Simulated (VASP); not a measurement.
# WC (Fm-3m) in VASP: further runs

WC is run at these levels: PBEsol; tasks: single point.

Program: VASP 6.6.1. These are calculated values, not measurements. Logs are shortened: lines on timing, memory, paths and dates and some standing lists are left out, and cuts for length are marked.

### Step 1. The cell of the first run

It takes space group Fm-3m (No. 225, cubic). The conventional cell has a = 4.385 Å, b = 4.385 Å, c = 4.385 Å, α = 90.00°, β = 90.00°, γ = 90.00°. Within 2.9 Å of W (site symmetry m-3m) lie 6 C at 2.19 Å. Within 2.9 Å of C (site symmetry m-3m) lie 6 W at 2.19 Å.

### Step 2. Single point, PBEsol

File INCAR:

```
SYSTEM = WC
PREC = Accurate
ENCUT = 520
EDIFF = 1E-6
ISMEAR = -1
SIGMA = 0.15
LREAL = .False.
LASPH = .True.
NELM = 100
ALGO = Normal
ISIF = 2
LWAVE = .False.
LCHARG = .True.
GGA = PS
LELF = .True.
LVHAR = .True.
NBANDS = 16
```

File KPOINTS:

```
regular mesh
0
Gamma
  3 3 3
  0 0 0
```

File POSCAR:

```
WC
1.0
    0.0000000000      2.1926840000      2.1926840000
    2.1926840000      0.0000000000      2.1926840000
    2.1926840000      2.1926840000      0.0000000000
W C
1 1
Direct
    0.0000000000      0.0000000000      0.0000000000
    0.5000000000      0.5000000000      0.5000000000
```

Potentials or basis: VASP PAW PBE potentials, release 64 (W_sv, C).

Started as:

```bash
cat potpaw_PBE.64/W_sv/POTCAR potpaw_PBE.64/C/POTCAR > POTCAR
mpirun -np 1 vasp_std > vasp.out
```

OUTCAR:

```text
SYSTEM = WC
   PREC = Accurate
   ENCUT = 520
   EDIFF = 1E-6
   ISMEAR = -1
   LREAL = .False.
   LASPH = .True.
   NELM = 100
   ISIF = 2
   GGA = PS

 ion  position               nearest neighbor table
   1  0.000  0.000  0.000-   2 2.19   2 2.19   2 2.19   2 2.19   2 2.19   2 2.19
   2  0.500  0.500  0.500-   1 2.19   1 2.19   1 2.19   1 2.19   1 2.19   1 2.19

  LATTYP: Found a face centered cubic cell.
 ALAT       =     4.3853680000

  Lattice vectors:

 A1 = (   0.0000000000,   2.1926840000,   2.1926840000)
 A2 = (   2.1926840000,   0.0000000000,   2.1926840000)
 A3 = (   2.1926840000,   2.1926840000,   0.0000000000)

Analysis of symmetry for initial positions (statically):
=====================================================================
 Subroutine PRICEL returns:
 Original cell was already a primitive cell.

 Routine SETGRP: Setting up the symmetry group for a
 face centered cubic supercell.

 Subroutine GETGRP returns: Found 48 space group operations
 (whereof 48 operations were pure point group operations)
 out of a pool of 48 trial point group operations.

The static configuration has the point symmetry O_h .

Analysis of symmetry for dynamics (positions and initial velocities):
=====================================================================
 Subroutine PRICEL returns:
 Original cell was already a primitive cell.

 Routine SETGRP: Setting up the symmetry group for a
 face centered cubic supercell.

 Subroutine GETGRP returns: Found 48 space group operations
 (whereof 48 operations were pure point group operations)
 out of a pool of 48 trial point group operations.

The dynamic configuration has the point symmetry O_h .

 Subroutine INISYM returns: Found 48 space group operations
 (whereof 48 operations are pure point group operations),
 and found     1 'primitive' translations

----------------------------------------------------------------------------------------

                                     Primitive cell

  volume of cell :      21.0842

  direct lattice vectors                    reciprocal lattice vectors
     0.000000000  2.192684000  2.192684000    -0.228031034  0.228031034  0.228031034
     2.192684000  0.000000000  2.192684000     0.228031034 -0.228031034  0.228031034
     2.192684000  2.192684000  0.000000000     0.228031034  0.228031034 -0.228031034

  length of vectors
     3.100923451  3.100923451  3.100923451     0.394961337  0.394961337  0.394961337

[... 58 lines left out ...]
   NELM   =    100;   NELMIN=  2; NELMDL= -5     # of ELM steps
   EDIFF  = 0.1E-05   stopping-criterion for ELM
   LREAL  =      F    real-space projection
   EDIFFG = 0.1E-04   stopping-criterion for IOM
   NSW    =      0    number of steps for IOM
   IBRION =     -1    ionic relax: 0-MD 1-quasi-New 2-CG
   NFREE  =      0    steps in history (QN), initial steepest desc. (CG)
   ISIF   =      2    stress and relaxation
   ISYM   =      2    0-nonsym 1-usesym 2-fastsym
   POTIM  = 0.5000    time-step for ionic-motion
   TEBEG  =    0.0;   TEEND  =   0.0 temperature during run
   PSTRESS=    0.0 pullay stress
   NELECT =      18.0000    total number of electrons
   NUPDOWN=      -1.0000    fix difference up-down
   EMIN   =  10.00;   EMAX   =-10.00  energy-range for DOS
   EFERMI =   0.00;   METHOD = LEGACY
   ISMEAR =    -1;   SIGMA  =   0.15  broadening in eV -4-tet -1-fermi 0-gaus
   EFERMI_NEDOS =   21; number of points for ismear=-14 and -15
   IALGO  =     38    algorithm
   IMIX   =      4    mixing-type and parameters
     AMIX     =   0.40;   BMIX     =  1.00
     AMIX_MAG =   1.60;   BMIX_MAG =  1.00
  volume/ion in A,a.u.               =      10.54        71.14
  Fermi-wavevector in a.u.,A,eV,Ry     =   1.553029  2.934800 32.815887  2.411900
  Thomas-Fermi vector in A             =   2.657319
   LORBIT       =      0    0 simple, 1 ext, 2 COOP (PROOUT), +10 PAW based schemes
   GGA     = PS    functional components
   LHFCALC =     F    Hartree Fock is set to
   AEXX    =    0.0000 exact exchange contribution
   IVDW    =     0    specifies the selected vdW correction
   LEPSILON=     F    determine dielectric tensor
   LRPA    =     F    only Hartree local field effects (RPA)
 non-spin polarized calculation
  energy-cutoff  :      520.00
  volume of cell :       21.08
 maximum number of plane-waves:       576
   NGX = 11   NGY = 11   NGZ = 11

 number of electron      18.0000001 magnetization

 Free energy of the ion-electron system (eV)
  ---------------------------------------------------
  ext. energy  EPLUGINS =         0.00000000
  ---------------------------------------------------
  free energy    TOTEN  =       -22.42272202 eV

  energy without entropy =      -22.25425545  energy(sigma->0) =      -22.33848874

 E-fermi :  11.9546     XC(G=0): -13.8391

 val. band max:       11.6301459741   @ k =  -0.3333   0.3333   0.0000
 cond. band min:      12.0654400045   @ k =   0.3333   0.0000   0.0000
 fundamental gap:      0.4352940304
 Fermi energy:        11.9546298735

 k-point     1 :       0.0000    0.0000    0.0000
  band No.  band energies     occupation
      1     -63.2092      2.00000
      2     -27.1994      2.00000
      3     -27.1994      2.00000
      4     -27.1994      2.00000
      5      -3.4561      2.00000
      6       9.4464      2.00000
[... 53 lines left out ...]
      3     -27.5763      2.00000
      4     -27.3277      2.00000
      5       0.0417      2.00000
      6       4.4968      2.00000
[... 8 lines left out ...]
     15      23.8581      0.00000
     16      24.6295      0.00000

------------------------ aborting loop because EDIFF is reached ----------------------------------------

  FORCE on cell =-STRESS in cart. coord.  units (eV):
  Direction    XX          YY          ZZ          XY          YZ          ZX
  --------------------------------------------------------------------------------------
  -------------------------------------------------------------------------------------
  Total       -0.2228675     -0.2228675     -0.2228675      0.0000000     -0.0000000     -0.0000000
  in kB      -16.9355426    -16.9355426    -16.9355426      0.0000000     -0.0000000     -0.0000000
  external PRESSURE =     -16.9355426 kB  Pullay stress =       0.0000000 kB

 VOLUME and BASIS-vectors are now :
 -----------------------------------------------------------------------------
  energy-cutoff  :      520.00
  volume of cell :       21.08
      direct lattice vectors                 reciprocal lattice vectors
     0.000000000  2.192684000  2.192684000    -0.228031034  0.228031034  0.228031034
     2.192684000  0.000000000  2.192684000     0.228031034 -0.228031034  0.228031034
     2.192684000  2.192684000  0.000000000     0.228031034  0.228031034 -0.228031034

 POSITION                                       TOTAL-FORCE (eV/Angst)
 -----------------------------------------------------------------------------------
      0.00000      0.00000      0.00000        -0.000000     -0.000000      0.000000
      2.19268      2.19268      2.19268         0.000000      0.000000      0.000000
 -----------------------------------------------------------------------------------
    total drift:                                0.000000     -0.000000     -0.000000

  FREE ENERGIE OF THE ION-ELECTRON SYSTEM (eV)
  ---------------------------------------------------
  free  energy   TOTEN  =       -22.4227220184 eV

  energy  without entropy=      -22.2542554533  energy(sigma->0) =      -22.33848874
```

stdout:

```text
POSCAR found type information on POSCAR W C
 POSCAR found :  2 types and       2 ions
 scaLAPACK will be used
 -----------------------------------------------------------------------------
|                                                                             |
|                                                                             |
|     You enforced a specific xc type in the INCAR file but a different       |
|     I HOPE YOU KNOW WHAT YOU ARE DOING!                                     |
|                                                                             |
 -----------------------------------------------------------------------------

 LDA part: xc-table for (Slater+PW92), standard interpolation
 POSCAR, INCAR and KPOINTS ok, starting setup
 FFT: planning ... GRIDC
 FFT: planning ... GRID_SOFT
 FFT: planning ... GRID
 WAVECAR not read
 entering main loop
```

It took 2.3 s on 1 thread of Intel Xeon 6975P-C, shared host; peak memory 0.14 GiB.

Results:

```yaml
Free_energy: -22.4227 eV
Pressure: -1.7 GPa
Band_gap_on_the_k_mesh: zero (band 9 reaches 12.07 eV, above the bottom of band 10 at 11.24 eV)
```

Caveat: the k points lie up to 0.83 Å⁻¹ apart; the PAW data sets were made with another functional, which shifts forces and pressure a little; spin-orbit coupling is left out, which moves the levels of the heavy elements.

### Step 3. Single point, PBEsol

File INCAR:

```
SYSTEM = WC
PREC = Accurate
ENCUT = 520
EDIFF = 1E-6
ISMEAR = -1
SIGMA = 0.15
LREAL = .FALSE.
LASPH = .TRUE.
NELM = 100
ALGO = Normal
ISIF = 2
LWAVE = .FALSE.
LCHARG = .FALSE.
GGA = PS
NBANDS = 16
```

File KPOINTS:

```
Automatic mesh
0
G
  4 4 4
  0 0 0
```

POSCAR is that of step 2.

Potentials or basis: VASP PAW PBE potentials, release 64 (W_sv, C).

Started as:

```bash
cat potpaw_PBE.64/W_sv/POTCAR potpaw_PBE.64/C/POTCAR > POTCAR
mpirun -np 1 vasp_std > vasp.out
```

It took 2.4 s on 1 thread of Intel Xeon 6975P-C, shared host; peak memory 0.14 GiB.

Results (log left out):

```
Free energy            : -23.1387 eV
Pressure               : -10.0 GPa
Band gap on the k mesh : zero (band 9 reaches 13.31 eV, above the bottom of band 10 at 11.20 eV)
```

Levels at points of the mesh, in eV from the Fermi level:
| k point | band 5 | band 6 | band 7 | band 8 | band 9 | band 10 | band 11 | band 12 | band 13 | band 14 |
| --- | --- | --- | --- | --- | --- | --- | --- | --- | --- | --- |
| (0.00, 0.00, 0.00) | -15.46 | -2.42 | -2.42 | -2.42 | -0.72 | -0.72 | -0.72 | -0.64 | -0.64 | 6.84 |
| (0.50, 0.00, 0.00) | -10.82 | -9.49 | -6.25 | -6.25 | 1.39 | 1.39 | 2.67 | 5.23 | 9.14 | 9.14 |
| (0.50, 0.50, 0.00) | -13.22 | -5.45 | -5.27 | -2.17 | -2.17 | 1.19 | 2.62 | 2.62 | 5.75 | 7.61 |

Caveat: the k points lie up to 0.62 Å⁻¹ apart; the PAW data sets were made with another functional, which shifts forces and pressure a little; spin-orbit coupling is left out, which moves the levels of the heavy elements.
